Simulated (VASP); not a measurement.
Write the native input for VASP 6.6.1 that does the following.

| Item | Value |
| --- | --- |
| Task | single point |
| Functional | PBE |
| Potentials or basis | VASP PAW PBE potentials, release 64 (Ga_d, P) |
| Cutoff | 500 eV |
| k mesh | 6 × 4 × 6 |
| Occupations | gaussian, width 0.1 eV |
| Spin | no spin polarisation |
| Dipole correction | no |
| Further INCAR settings | ALGO = Normal; EDIFF = 1e-06; NBANDS = 26 |

The structure of GaP (hb.eB) lies in POSCAR:

```
GaP
1.0
    3.8937582993      0.0000000000      0.0000000000
    0.0000000000      5.5066058189      0.0000000000
    0.0000000000      0.0000000000      3.8937583263
Ga P
2 2
Direct
    0.0000000000      0.0000000000      0.0000000000
    0.5000000000      0.5000000000      0.4999921000
    0.5000000000      0.2500000000      0.0000000000
    0.0000000000      0.7500000000      0.4999921000
```

The input as run:

INCAR

```
SYSTEM = GaP
  PREC = Accurate
  ENCUT = 500
  EDIFF = 1E-6
  ISMEAR = 0
  SIGMA = 0.1
  LREAL = .FALSE.
  LASPH = .TRUE.
  NELM = 120
  ALGO = Normal
  ISIF = 2
  LWAVE = .FALSE.
  LCHARG = .FALSE.
  GGA = PE
  NBANDS = 26
  GGA_COMPAT = .FALSE.
```

KPOINTS

```
Automatic mesh
0
G
  6 4 6
  0 0 0
```

Potentials or basis: VASP PAW PBE potentials, release 64 (Ga_d, P).

Launch:

```console
$ cat potpaw_PBE.64/Ga_d/POTCAR potpaw_PBE.64/P/POTCAR > POTCAR
$ mpirun -np 1 vasp_std > vasp.out
```

Results of the run:

```json
{
 "Pressure": "-0.1 GPa",
 "Band gap on the k mesh": "1.57 eV"
}
```

Wall time 86 s on 1 thread of Intel Xeon 8259CL, with other jobs on the host, peak memory 0.2 GiB.
